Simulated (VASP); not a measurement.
A run of VASP 6.6.1 is set up as follows.

INCAR

```
SYSTEM = H3Pt16C
  ALGO = Normal
  DIPOL = 0.5 0.5 0.500
  EDIFF = 1E-6
  ENCUT = 520
  GGA = PE
  IDIPOL = 3
  ISIF = 2
  ISMEAR = 0
  IVDW = 12
  LASPH = .TRUE.
  LCHARG = .TRUE.
  LDIPOL = .TRUE.
  LELF = .TRUE.
  LREAL = Auto
  LVACPOTAV = .TRUE.
  LVHAR = .TRUE.
  LWAVE = .FALSE.
  NBANDS = 100
  NELM = 60
  PREC = Accurate
  SIGMA = 0.1
```

File KPOINTS:

```
k-points
0
G
  6 6 1
  0 0 0
```

The input POSCAR:

```
H3Pt16C
1.0
    5.5558884578      0.0000000000      0.0000000000
   -2.7779442289      4.8115405451      0.0000000000
    0.0000000000      0.0000000000     26.1773478510
Pt C H
16 1 3
Direct
    0.3333333333      0.1666666667      0.3247082191
    0.3333333333      0.6666666667      0.3247082191
    0.8333333333      0.1666666667      0.3247082191
    0.8333333333      0.6666666667      0.3247082191
    0.6666666667      0.3333333333      0.4113549634
    0.6666666667      0.8333333333      0.4113549634
    0.1666666667      0.3333333333      0.4113549634
    0.1666666667      0.8333333333      0.4113549634
    0.0026855555      0.5013230924      0.4981266691
    0.0000000000      0.0000000000      0.4970728155
    0.4986769076      0.5013624631      0.4981266691
    0.4986375369     -0.0026855555      0.4981266691
    0.3333333333      0.6666666667      0.5914550038
    0.3337163414      0.1669419151      0.5843852576
    0.8332255737      0.6662836586      0.5843852576
    0.8330580849      0.1667744263      0.5843852576
    0.3333333333      0.6666666667      0.6704381186
    0.5014542392      0.6325168144      0.6832990107
    0.3674831856      0.8689374248      0.6832990107
    0.1310625752      0.4985457608      0.6832990107
```

Potentials or basis: VASP PAW PBE potentials, release 64 (Pt, C, H).

Command:

```bash
$ cat potpaw_PBE.64/Pt/POTCAR potpaw_PBE.64/C/POTCAR potpaw_PBE.64/H/POTCAR > POTCAR
$ mpirun -np 1 vasp_std > vasp.out
```

(1) Predict the largest force.

(2) Estimate the band gap on the k mesh.

## Answers

(1) 0.304 eV/Å.

(2) zero (an odd number of electrons rules out a gap without spin polarisation).

Caveat: spin-orbit coupling is left out, which moves the levels of the heavy elements.
